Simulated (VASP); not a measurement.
A run of VASP 6.6.1 is set up as follows.

The input INCAR:

```
PREC = Accurate ; ENCUT = 520
EDIFF = 1E-6 ; ISMEAR = 0
SIGMA = 0.05 ; LREAL = False
LASPH = True ; NELM = 150
ALGO = Normal ; ISIF = 2
LWAVE = False ; LCHARG = False
ISPIN = 2 ; MAGMOM = 2.5 2.5
LORBIT = 11 ; LMAXMIX = 4
GGA = CA ; NBANDS = 19
```

KPOINTS

```
regular mesh
0
Gamma
  16 16 16
```

Contents of POSCAR:

```
Fe
1.0
    2.7497047900      0.0000000000      0.0000000000
    0.0000000000      2.7497047900      0.0000000000
    0.0000000000      0.0000000000      2.7497047900
Fe
2
Direct
    0.0000000000      0.0000000000      0.0000000000
    0.5000000000      0.5000000000      0.5000000000
```

Potentials or basis: VASP PAW LDA potentials, release 64 (Fe).

The run is started by

```sh
$ cat potpaw_LDA.64/Fe/POTCAR > POTCAR
$ mpirun -np 1 vasp_std > vasp.out
```

(1) Estimate the site moments.

(2) Predict the net moment.

(3) What does it give for the pressure?

## Answers

(1) Fe +1.93 μB.

(2) 3.93 μB per cell.

(3) -0.6 GPa.
